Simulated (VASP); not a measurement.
Here is a VASP 6.6.1 calculation.

The input INCAR:

```
  PREC = Accurate
  ENCUT = 520
  EDIFF = 1E-6
  ISMEAR = 0
  SIGMA = 0.1
  LREAL = Auto
  LASPH = T
  NELM = 100
  ALGO = Fast
  ISIF = 2
  LWAVE = F
  LCHARG = F
  LDIPOL = T
  IDIPOL = 3
  DIPOL = 0.5 0.5 0.329
  GGA = PE
  IVDW = 12
  NBANDS = 36
```

KPOINTS

```
Automatic mesh
0
Gamma
  6 6 1
```

File POSCAR:

```
Mg16CO
1.0
    6.3015062463      0.0000000000      0.0000000000
   -3.1507531232      5.4572644914      0.0000000000
    0.0000000000      0.0000000000     26.3584034914
Mg O C
16 1 1
Direct
    0.3333333333      0.1666666667      0.1517542594
    0.3333333333      0.6666666667      0.1517542594
    0.8333333333      0.1666666667      0.1517542594
    0.8333333333      0.6666666667      0.1517542594
    0.1666666667      0.3333333333      0.2475244132
    0.1666666667      0.8333333333      0.2475244132
    0.6666666667      0.3333333333      0.2475244132
    0.6666666667      0.8333333333      0.2475244132
    0.3333333333      0.1666666667      0.3421844648
    0.3333333333      0.6666666667      0.3421844648
    0.8333333333      0.1666666667      0.3421844648
    0.8333333333      0.6666666667      0.3421844648
    0.1666666667      0.3333333333      0.4404061686
    0.1666666667      0.8333333333      0.4404061686
    0.6666666667      0.3333333333      0.4404061686
    0.6666666667      0.8333333333      0.4404061686
    0.1666666667      0.5833333333      0.5769850020
    0.1666666667      0.5833333333      0.6206143516
```

Potentials or basis: VASP PAW PBE potentials, release 64 (Mg, O, C).

Command:

```console
$ cat potpaw_PBE.64/Mg/POTCAR potpaw_PBE.64/O/POTCAR potpaw_PBE.64/C/POTCAR > POTCAR
$ mpirun -np 1 vasp_std > vasp.out
```

Predict the largest force.

0.710 eV/Å.

What does it give for the dispersion energy per atom?

-0.211 eV.

Predict the band gap on the k mesh.

zero (bands 21 and 22 overlap by 1.37 eV).

Forces on the atoms (eV/Å):
```
Mg   0.000  0.000 -0.162
Mg   0.001  0.001 -0.160
Mg   0.000 -0.001 -0.161
Mg  -0.001  0.000 -0.161
Mg   0.000  0.000  0.021
Mg   0.000  0.000  0.021
Mg   0.000  0.000  0.020
Mg   0.000  0.000  0.020
Mg   0.000  0.000  0.074
Mg   0.001  0.000  0.078
Mg   0.001 -0.001  0.075
Mg  -0.001  0.001  0.075
Mg   0.005 -0.007  0.060
Mg  -0.004  0.008  0.060
Mg  -0.005 -0.003  0.066
Mg   0.004  0.002  0.066
O   -0.001 -0.001  0.710
C    0.000  0.000 -0.705
```
